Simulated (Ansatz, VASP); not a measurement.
# MgO: VASP beside Ansatz

File INCAR:

```
SYSTEM = MgO
PREC = Accurate ; ENCUT = 520
EDIFF = 1E-7 ; ISMEAR = 0
SIGMA = 0.05 ; LREAL = .FALSE.
LASPH = .TRUE. ; NELM = 100
ALGO = Normal ; ISIF = 2
LWAVE = .FALSE. ; LCHARG = .FALSE.
GGA = PS ; NBANDS = 26
```

File KPOINTS:

```
Automatic mesh
0
G
  6 6 6
  0 0 0
```

POSCAR

```
MgO
1.0
    4.2149416169      0.0000000000      0.0000000000
    0.0000000000     -4.2149416169      0.0000000000
    0.0000000000      0.0000000000     -4.2149416169
Mg O
4 4
Direct
   -0.0355655312      0.0355655312      0.0000000000
    0.5000000000      0.5000000000      0.0000000000
    0.5000000000      0.0000000000      0.5000000000
    0.0000000000      0.5000000000      0.5000000000
    0.5000000000      0.0000000000      0.0000000000
    0.0000000000      0.5000000000      0.0000000000
    0.0000000000      0.0000000000      0.5000000000
    0.5000000000      0.5000000000      0.5000000000
```

Input for Ansatz:

```yaml
crystal:
  lattice:
    - [4.2149416169, 0.0, 0.0]
    - [0.0, -4.2149416169, 0.0]
    - [0.0, 0.0, -4.2149416169]
  atoms:
    - { symbol: Mg, position: [-0.0355655312, 0.0355655312, 0.0] }
    - { symbol: Mg, position: [0.5, 0.5, 0.0] }
    - { symbol: Mg, position: [0.5, 0.0, 0.5] }
    - { symbol: Mg, position: [0.0, 0.5, 0.5] }
    - { symbol: O, position: [0.5, 0.0, 0.0] }
    - { symbol: O, position: [0.0, 0.5, 0.0] }
    - { symbol: O, position: [0.0, 0.0, 0.5] }
    - { symbol: O, position: [0.5, 0.5, 0.5] }
basis:
  ecutwfc: 420
kpoints:
  mp_grid: { grid: [6, 6, 6] }
hamiltonian:
  xc: pbesol
  pseudopotentials: { kind: paw, azcp: { folder: soft_1 } }
scf:
  occupations: { method: gaussian, width: 0.05 }
output:
  forces: true
  stress: true
  eigenvalues: true
```

Alike in both runs: task single point; functional PBEsol; k mesh 6 × 6 × 6; occupations gaussian, width 0.05 eV; no spin polarisation.

|  | VASP | Ansatz |
| --- | --- | --- |
| version | VASP 6.6.1 | Ansatz 0.2.0 |
| potentials or method | VASP PAW PBE potentials, release 64 (Mg, O), cutoff 520 eV | scalar-relativistic, plane waves, PAW |
| valence electrons in the cell | 32 | 64 |

Ansatz gave:

```
gap on the k mesh at the Fermi level (eV)                     : 4.61
least direct gap on the mesh (eV)                             : 4.61
pressure (GPa)                                                : 1.3
traceless stress, the component that is largest in VASP (GPa) : -1.22
rms of the force components (eV/Å)                            : 0.496
```

Question: Estimate VASP's values.

Answer: gap on the k mesh at the Fermi level (eV): 4.61; least direct gap on the mesh (eV): 4.61; pressure (GPa): 0.7; traceless stress, the component that is largest in VASP (GPa): -1.25; rms of the force components (eV/Å): 0.502.

VASP's potentials were made for PBE, not for PBEsol, and Ansatz warns of the same on its side. Atom by atom the forces differ by 0.006 eV/Å (rms over components). VASP's potentials hold 32 valence electrons a cell and Ansatz's 64, so a difference there can come from the potentials and not from the codes.
